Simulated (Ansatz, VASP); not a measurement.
**Sb2P3H: VASP beside Ansatz**

```
Sb H P
1.0
     5.12257    0.00000    0.00000
    -2.56128    4.43627    0.00000
     0.00000    0.00000    5.37838
Sb H P
2 1 3
Cartesian
  0.0000 2.9575 0.0000
  2.5613 1.4788 0.0000
  0.0000 0.0000 2.6892
  2.5613 0.0000 2.6892
  -1.2806 2.2181 2.6892
  1.2806 2.2181 2.6892
```

Alike in both runs: functional PBE; k mesh 12 × 12 × 8; occupations gaussian, width 0.1 eV; no spin polarisation.

Ansatz relaxed the structure, and its values are those at the end. VASP's run is a single point on that final structure, the one shown.

```csv
,VASP,Ansatz
version,VASP 6.6.1,Ansatz 0.2.0
potentials or method,"VASP PAW PBE potentials, release 64 (Sb, H, P), cutoff 520 eV","scalar-relativistic, plane waves, PAW"
valence electrons in the cell,26,46
```

VASP gave:

* gap on the k mesh at the Fermi level (eV): none
* pressure (GPa): -0.1

Question: What did Ansatz give for the same quantities?

Answer: gap on the k mesh at the Fermi level (eV): none; pressure (GPa): 0.0.

A gap of «none» marks a metal or a gap that the smearing closes. VASP's potentials hold 26 valence electrons a cell and Ansatz's 46, so a difference there can come from the potentials and not from the codes.

Neither program's run includes spin-orbit coupling.
